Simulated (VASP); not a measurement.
# Ca (Im-3m) in VASP: a series of runs

Ca is run at these levels: PBEsol; tasks: single point, relaxation of volume and atoms at fixed shape.

Everything below comes from runs of VASP 6.6.1. Logs are shortened: lines on timing, memory, paths and dates and some standing lists are left out, and cuts for length are marked.

### 1 The cell of the first run

The structure is cubic, space group Im-3m (No. 229). The conventional cell has a = 4.320 Å, b = 4.320 Å, c = 4.320 Å, α = 90.00°, β = 90.00°, γ = 90.00°. Ca (site symmetry m-3m) has 14 Ca at 3.74 to 4.32 Å within 4.9 Å.

This isn't the form of Ca at room conditions, which is fcc.

### 2 Single point, PBEsol

Input file INCAR:

```
SYSTEM = Ca
PREC = Accurate
ENCUT = 500
EDIFF = 1E-6
ISMEAR = 1
SIGMA = 0.1
LREAL = .False.
LASPH = .True.
NELM = 120
ALGO = Normal
ISIF = 2
LWAVE = .False.
LCHARG = .False.
GGA = PS
NBANDS = 11
GGA_COMPAT = .False.
```

Input file KPOINTS:

```
Automatic mesh
0
Gamma
  8 8 8
  0 0 0
```

Input file POSCAR:

```
Ca
1.0
   -2.1599320297      2.1599320297      2.1599320297
    2.1599320297     -2.1599320297      2.1599320297
    2.1599320297      2.1599320297     -2.1599320297
Ca
1
Direct
    0.0000000000      0.0000000000      0.0000000000
```

Potentials or basis: VASP PAW PBE potentials, release 64 (Ca_sv).

On the command line:

```console
$ cat potpaw_PBE.64/Ca_sv/POTCAR > POTCAR
$ mpirun -np 1 vasp_std > vasp.out
```

OUTCAR:

```text
SYSTEM = Ca
   PREC = Accurate
   ENCUT = 500
   EDIFF = 1E-6
   ISMEAR = 1
   LREAL = .False.
   LASPH = .True.
   NELM = 120
   ISIF = 2
   GGA = PS

 ion  position               nearest neighbor table
   1  0.000  0.000  0.000-

  LATTYP: Found a body centered cubic cell.
 ALAT       =     4.3198640594

  Lattice vectors:

 A1 = (  -2.1599320297,   2.1599320297,   2.1599320297)
 A2 = (   2.1599320297,  -2.1599320297,   2.1599320297)
 A3 = (   2.1599320297,   2.1599320297,  -2.1599320297)

Analysis of symmetry for initial positions (statically):
=====================================================================
 Subroutine PRICEL returns:
 Original cell was already a primitive cell.

 Routine SETGRP: Setting up the symmetry group for a
 body centered cubic supercell.

 Subroutine GETGRP returns: Found 48 space group operations
 (whereof 48 operations were pure point group operations)
 out of a pool of 48 trial point group operations.

The static configuration has the point symmetry O_h .

Analysis of symmetry for dynamics (positions and initial velocities):
=====================================================================
 Subroutine PRICEL returns:
 Original cell was already a primitive cell.

 Routine SETGRP: Setting up the symmetry group for a
 body centered cubic supercell.

 Subroutine GETGRP returns: Found 48 space group operations
 (whereof 48 operations were pure point group operations)
 out of a pool of 48 trial point group operations.

The dynamic configuration has the point symmetry O_h .

 Subroutine INISYM returns: Found 48 space group operations
 (whereof 48 operations are pure point group operations),
 and found     1 'primitive' translations

----------------------------------------------------------------------------------------

                                     Primitive cell

  volume of cell :      40.3070

  direct lattice vectors                    reciprocal lattice vectors
    -2.159932030  2.159932030  2.159932030     0.000000000  0.231488766  0.231488766
     2.159932030 -2.159932030  2.159932030     0.231488766  0.000000000  0.231488766
     2.159932030  2.159932030 -2.159932030     0.231488766  0.231488766  0.000000000

  length of vectors
     3.741112016  3.741112016  3.741112016     0.327374552  0.327374552  0.327374552

  position of ions in fractional coordinates (direct lattice)
     0.000000000  0.000000000  0.000000000

  ion indices of the primitive-cell ions
   primitive index   ion index
                 1           1

----------------------------------------------------------------------------------------

 KPOINTS: Automatic mesh

Automatic generation of k-mesh.
 Grid dimensions read from file:
 generate k-points for:    8    8    8

 Generating k-lattice:

  Cartesian coordinates                     Fractional coordinates (reciprocal lattice)
     0.000000000  0.028936096  0.028936096     0.125000000  0.000000000  0.000000000
     0.028936096  0.000000000  0.028936096     0.000000000  0.125000000  0.000000000
     0.028936096  0.028936096  0.000000000     0.000000000  0.000000000  0.125000000

  Length of vectors
     0.040921819  0.040921819  0.040921819

  Shift w.r.t. Gamma in fractional coordinates (k-lattice)
     0.000000000  0.000000000  0.000000000

 Subroutine IBZKPT returns following result:
 ===========================================

 Found     29 irreducible k-points:

 Following reciprocal coordinates:
            Coordinates               Weight
  0.000000  0.000000  0.000000      1.000000
  0.125000  0.000000  0.000000     12.000000
  0.250000  0.000000  0.000000     12.000000
  0.375000  0.000000  0.000000     12.000000
  0.500000  0.000000  0.000000      6.000000
  0.125000  0.125000  0.000000     24.000000
[... 16 lines left out ...]
 -0.250000  0.250000  0.250000      6.000000
 -0.375000  0.375000  0.250000     24.000000
 [... further k-points ...]
   k-points           NKPTS =     29   k-points in BZ     NKDIM =     29   number of bands    NBANDS=     11
   number of dos      NEDOS =    301   number of ions     NIONS =      1
   total plane-waves  NPLWV =  21952
   dimension x,y,z NGX =    28 NGY =   28 NGZ =   28
   dimension x,y,z NGXF=    56 NGYF=   56 NGZF=   56
   ions per type =               1
   NGX,Y,Z   is equivalent  to a cutoff of  12.44, 12.44, 12.44 a.u.
   NGXF,Y,Z  is equivalent  to a cutoff of  24.89, 24.89, 24.89 a.u.
 SYSTEM =  Ca
   PREC   = accura    normal or accurate (medium, high low for compatibility)
   ISTART =      0    job   : 0-new  1-cont  2-samecut
   ICHARG =      2    charge: 1-file 2-atom 10-const
   ISPIN  =      1    spin polarized calculation?
   LNONCOLLINEAR =      F non collinear calculations
   LSORBIT =      F    spin-orbit coupling
   LASPH  =      T    aspherical Exc in radial PAW
   ENCUT  =  500.0 eV  36.75 Ry    6.06 a.u.   6.82  6.82  6.82*2*pi/ulx,y,z
   NELM   =    120;   NELMIN=  2; NELMDL= -5     # of ELM steps
   EDIFF  = 0.1E-05   stopping-criterion for ELM
   LREAL  =      F    real-space projection
   EDIFFG = 0.1E-04   stopping-criterion for IOM
   NSW    =      0    number of steps for IOM
   IBRION =     -1    ionic relax: 0-MD 1-quasi-New 2-CG
   NFREE  =      0    steps in history (QN), initial steepest desc. (CG)
   ISIF   =      2    stress and relaxation
   ISYM   =      2    0-nonsym 1-usesym 2-fastsym
   POTIM  = 0.5000    time-step for ionic-motion
   TEBEG  =    0.0;   TEEND  =   0.0 temperature during run
   PSTRESS=    0.0 pullay stress
   NELECT =      10.0000    total number of electrons
   NUPDOWN=      -1.0000    fix difference up-down
   EMIN   =  10.00;   EMAX   =-10.00  energy-range for DOS
   EFERMI =   0.00;   METHOD = LEGACY
   ISMEAR =     1;   SIGMA  =   0.10  broadening in eV -4-tet -1-fermi 0-gaus
   EFERMI_NEDOS =   21; number of points for ismear=-14 and -15
   IALGO  =     38    algorithm
   IMIX   =      4    mixing-type and parameters
     AMIX     =   0.40;   BMIX     =  1.00
     AMIX_MAG =   1.60;   BMIX_MAG =  1.00
  volume/ion in A,a.u.               =      40.31       272.00
  Fermi-wavevector in a.u.,A,eV,Ry     =   1.028683  1.943928 14.397522  1.058188
  Thomas-Fermi vector in A             =   2.162692
   LORBIT       =      0    0 simple, 1 ext, 2 COOP (PROOUT), +10 PAW based schemes
   GGA     = PS    functional components
   LHFCALC =     F    Hartree Fock is set to
   AEXX    =    0.0000 exact exchange contribution
   IVDW    =     0    specifies the selected vdW correction
   LEPSILON=     F    determine dielectric tensor
   LRPA    =     F    only Hartree local field effects (RPA)
 non-spin polarized calculation
 Methfessel and Paxton  Order N= 1 SIGMA  =   0.10
  energy-cutoff  :      500.00
  volume of cell :       40.31
 maximum number of plane-waves:      1055
   NGX = 13   NGY = 13   NGZ = 13

 number of electron      10.0000002 magnetization

 Free energy of the ion-electron system (eV)
  ---------------------------------------------------
  ext. energy  EPLUGINS =         0.00000000
  ---------------------------------------------------
  free energy    TOTEN  =        -2.11586188 eV

  energy without entropy =       -2.11492923  energy(sigma->0) =       -2.11555100

 E-fermi :   2.1173     XC(G=0):  -7.9539

 val. band max:        2.1059958278   @ k =   0.5000   0.5000   0.3750
 cond. band min:       2.1185614468   @ k =   0.5000   0.5000   0.5000
 fundamental gap:      0.0125656189
 Fermi energy:         2.1173430654

 k-point     1 :       0.0000    0.0000    0.0000
  band No.  band energies     occupation
      1     -39.6360      2.00000
      2     -20.6209      2.00000
      3     -20.6209      2.00000
      4     -20.6209      2.00000
      5      -2.0377      2.00000
      6       4.4776      0.00000
      7       4.4776      0.00000
      8       4.4776      0.00000
      9       5.5988      0.00000
     10       5.5988      0.00000
     11      12.5676      0.00000

 k-point     2 :       0.1250    0.0000    0.0000
  band No.  band energies     occupation
      1     -39.6332      2.00000
      2     -20.6461      2.00000
      3     -20.6291      2.00000
      4     -20.6208      2.00000
      5      -1.7455      2.00000
      6       4.2999      0.00000
      7       4.3352      0.00000
      8       4.7028      0.00000
      9       5.4245      0.00000
     10       5.6062      0.00000
     11      12.1724      0.00000

 k-point     3 :       0.2500    0.0000    0.0000
  band No.  band energies     occupation
      1     -39.6265      2.00000
      2     -20.7065      2.00000
      3     -20.6491      2.00000
      4     -20.6208      2.00000
      5      -0.9201      2.00000
      6       3.7031     -0.00000
      7       3.9191     -0.00000
      8       5.3354      0.00000
      9       5.4035      0.00000
     10       5.6675      0.00000
     11      10.3101      0.00000

 k-point     4 :       0.3750    0.0000    0.0000
  band No.  band energies     occupation
      1     -39.6198      2.00000
      2     -20.7658      2.00000
      3     -20.6690      2.00000
      4     -20.6208      2.00000
      5       0.2614      2.00000
      6       2.8396     -0.00000
      7       3.5889     -0.00000
      8       5.5132      0.00000
      9       5.8055      0.00000
     10       6.1961      0.00000
     11       8.4715      0.00000
[... 239 lines left out ...]
 k-point    22 :       0.2500    0.2500    0.2500
  band No.  band energies     occupation
      1     -39.6159      2.00000
      2     -20.7035      2.00000
      3     -20.7035      2.00000
      4     -20.7035      2.00000
      5       2.4690     -0.00001
      6       2.4690     -0.00001
      7       2.4690     -0.00001
      8       5.9429      0.00000
      9       5.9429      0.00000
     10       6.0286      0.00000
     11       8.2964      0.00000

 k-point    23 :      -0.2500    0.2500    0.2500
  band No.  band energies     occupation
      1     -39.6182      2.00000
      2     -20.7089      2.00000
      3     -20.6795      2.00000
      4     -20.6795      2.00000
      5       0.0767      2.00000
      6       3.5575     -0.00000
      7       4.3395      0.00000
      8       4.3395      0.00000
      9       5.3863      0.00000
     10       5.8113      0.00000
     11      10.4634      0.00000

 k-point    24 :      -0.3750    0.3750    0.2500
  band No.  band energies     occupation
      1     -39.6124      2.00000
      2     -20.7469      2.00000
      3     -20.7009      2.00000
      4     -20.6838      2.00000
      5       1.0910      2.00000
      6       2.8282     -0.00000
      7       4.3277      0.00000
      8       4.5268      0.00000
      9       5.6897      0.00000
     10       6.0426      0.00000
     11       8.7231      0.00000

 [... further k-points ...]

------------------------ aborting loop because EDIFF is reached ----------------------------------------

  FORCE on cell =-STRESS in cart. coord.  units (eV):
  Direction    XX          YY          ZZ          XY          YZ          ZX
  --------------------------------------------------------------------------------------
  -------------------------------------------------------------------------------------
  Total       -0.0030487     -0.0030487     -0.0030487      0.0000000     -0.0000000      0.0000000
  in kB       -0.1211826     -0.1211826     -0.1211826      0.0000000     -0.0000000      0.0000000
  external PRESSURE =      -0.1211826 kB  Pullay stress =       0.0000000 kB

 VOLUME and BASIS-vectors are now :
 -----------------------------------------------------------------------------
  energy-cutoff  :      500.00
  volume of cell :       40.31
      direct lattice vectors                 reciprocal lattice vectors
    -2.159932030  2.159932030  2.159932030     0.000000000  0.231488766  0.231488766
     2.159932030 -2.159932030  2.159932030     0.231488766  0.000000000  0.231488766
     2.159932030  2.159932030 -2.159932030     0.231488766  0.231488766  0.000000000

 POSITION                                       TOTAL-FORCE (eV/Angst)
 -----------------------------------------------------------------------------------
      0.00000      0.00000      0.00000         0.000000     -0.000000     -0.000000
 -----------------------------------------------------------------------------------
    total drift:                               -0.000000     -0.000000     -0.000000

  FREE ENERGIE OF THE ION-ELECTRON SYSTEM (eV)
  ---------------------------------------------------
  free  energy   TOTEN  =        -2.1158618789 eV

  energy  without entropy=       -2.1149292311  energy(sigma->0) =       -2.11555100
```

Wall time 8.4 s (1 thread of Intel Xeon Platinum 8488C (Sapphire Rapids), shared host); peak memory 0.15 GiB.

What came out:

```
Free energy            : -2.1159 eV
Pressure               : 0.0 GPa
Band gap on the k mesh : zero (bands 5 and 6 overlap by 0.37 eV)
```

Caveat: the PAW data sets were made with another functional, which shifts forces and pressure a little.

### 3 Relaxation of volume and atoms at fixed shape, PBEsol

This run uses another cell than the first one, of 44.96 Å³/atom.

Input file INCAR:

```
SYSTEM = Ca
ALGO     = Normal         ! electronic algorithm
EDIFF    = 1E-7           ! SCF threshold, eV
EDIFFG   = -0.02          ! ionic threshold
ENCUT    = 500            ! plane-wave cutoff, eV
GGA      = PS             ! functional
GGA_COMPAT= .False.      
IBRION   = 2              ! ionic algorithm
ISIF     = 8              ! what is computed and relaxed
ISMEAR   = 1              ! smearing method
LASPH    = .True.         ! aspherical terms in the spheres
LCHARG   = .False.        ! write CHGCAR
LREAL    = .False.        ! projectors in reciprocal space
LWAVE    = .False.        ! write WAVECAR
NELM     = 120            ! most SCF steps
NELMIN   = 4            
NSW      = 80             ! ionic steps
PREC     = Accurate       ! precision mode
SIGMA    = 0.1            ! smearing width, eV
```

Input file KPOINTS:

```
k-points
0
Gamma
  8 8 8
  0 0 0
```

Input file POSCAR:

```
Ca
1.0
   -2.2400000000      2.2400000000      2.2400000000
    2.2400000000     -2.2400000000      2.2400000000
    2.2400000000      2.2400000000     -2.2400000000
Ca
1
Direct
    0.0000000000      0.0000000000      0.0000000000
```

Potentials or basis: VASP PAW PBE potentials, release 64 (Ca_sv).

On the command line:

```console
$ cat potpaw_PBE.64/Ca_sv/POTCAR > POTCAR
$ mpirun -np 1 vasp_std > vasp.out
```

Wall time 40 s (1 thread of Intel Xeon Platinum 8488C (Sapphire Rapids), shared host); peak memory 0.16 GiB.

Results (log left out):

| Item | Value |
| --- | --- |
| Free energy | -2.1168 eV |
| Relaxed volume | 40.29 Å³/atom |
| Relaxed cell | a = 3.741 Å, b = 3.741 Å, c = 3.741 Å, α = 109.47°, β = 109.47°, γ = 109.47° |
| Space group after relaxing (to 0.1 Å) | Im-3m (No. 229) |
| Energy gained by relaxing | 23.3 meV/atom |
| Ionic steps | 4 |
| Pressure after relaxing | 0.0 GPa |
| Band gap on the k mesh | zero (bands 5 and 6 overlap by 0.37 eV) |

Step by step:
```tsv
step	energy change (eV)	largest force (eV/Å)	pressure (GPa)	volume (Å³)
1	0.0000	0.0000	-1.53	44.96
2	-0.0191	0.0000	-0.69	42.23
3	-0.0233	0.0000	-0.08	40.50
4	-0.0233	0.0000	0.00	40.29
```

Final structure:
```
Ca
1.0
    -2.15961    2.15961    2.15961
     2.15961   -2.15961    2.15961
     2.15961    2.15961   -2.15961
Ca
1
Cartesian
  2.1596 2.1596 2.1596
```

Levels at points of the mesh, in eV from the Fermi level:
| k point | band 3 | band 4 | band 5 | band 6 | band 7 | band 8 |
| --- | --- | --- | --- | --- | --- | --- |
| (0.00, 0.00, 0.00) | -22.74 | -22.74 | -4.16 | 2.36 | 2.36 | 2.36 |
| (0.50, 0.00, 0.00) | -22.79 | -22.74 | -0.94 | 0.03 | 1.35 | 3.39 |
| (0.50, 0.50, 0.50) | -22.86 | -22.86 | 0.00 | 0.00 | 4.10 | 4.10 |

Caveat: the PAW data sets were made with another functional, which shifts forces and pressure a little.
